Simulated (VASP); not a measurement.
Write the native input for VASP 6.6.1 that does the following.

| Item | Value |
| --- | --- |
| Task | relaxation of cell and atoms |
| Functional | PBE |
| Potentials or basis | VASP PAW PBE potentials, release 64 (Mo_sv) |
| Cutoff | 600 eV |
| k mesh | 17 × 17 × 17 |
| Occupations | fermi-dirac, width 0.1 eV |
| Spin | no spin polarisation |
| Target pressure | 5 GPa |
| Dipole correction | no |
| Further INCAR settings | ALGO = Normal; EDIFF = 1e-07; IBRION = 2; EDIFFG = -0.01; NSW = 80; ISIF = 3 |

The structure of Mo lies in POSCAR:

```
Mo
1.0
    2.5800000000      0.0000000000      0.0000000000
    0.0000000000      2.5800000000      0.0000000000
    0.0000000000      0.0000000000      2.5800000000
Mo
1
Direct
    0.0000000000      0.0000000000      0.0000000000
```

One way to write it, as run:

INCAR

```
  PREC = Accurate
  ENCUT = 600
  EDIFF = 1E-7
  ISMEAR = -1
  SIGMA = 0.1
  LREAL = False
  LASPH = True
  NELM = 100
  ALGO = Normal
  ISIF = 3
  LWAVE = False
  LCHARG = False
  GGA = PE
  IBRION = 2
  NSW = 80
  EDIFFG = -0.01
  PSTRESS = 50.0
```

KPOINTS

```
Automatic mesh
0
Gamma
  17 17 17
```

Potentials or basis: VASP PAW PBE potentials, release 64 (Mo_sv).

The run is started by

```sh
$ cat potpaw_PBE.64/Mo_sv/POTCAR > POTCAR
$ mpirun -np 1 vasp_std > vasp.out
```

Results of the run:

* Relaxed volume: 17.20 Å³/atom
* Relaxed cell: a = 2.581 Å, b = 2.581 Å, c = 2.581 Å, α = 90.00°, β = 90.00°, γ = 90.00°
* Space group after relaxing (to 0.05 Å): Pm-3m (No. 221)
* Energy change on relaxing (the enthalpy is what falls): -0.8 meV/atom
* Ionic steps: 3
* Pressure after relaxing: 5.0 GPa
* Band gap on the k mesh: zero (band 7 reaches 12.58 eV, above the bottom of band 8 at 10.06 eV)

Caveat: the cell is relaxed towards a set pressure, so the enthalpy falls and the energy may rise.

Wall time 100 s on 1 thread of AMD EPYC 7R43 64-Core Processor (Zen 3), on a shared host, peak memory 0.14 GiB.
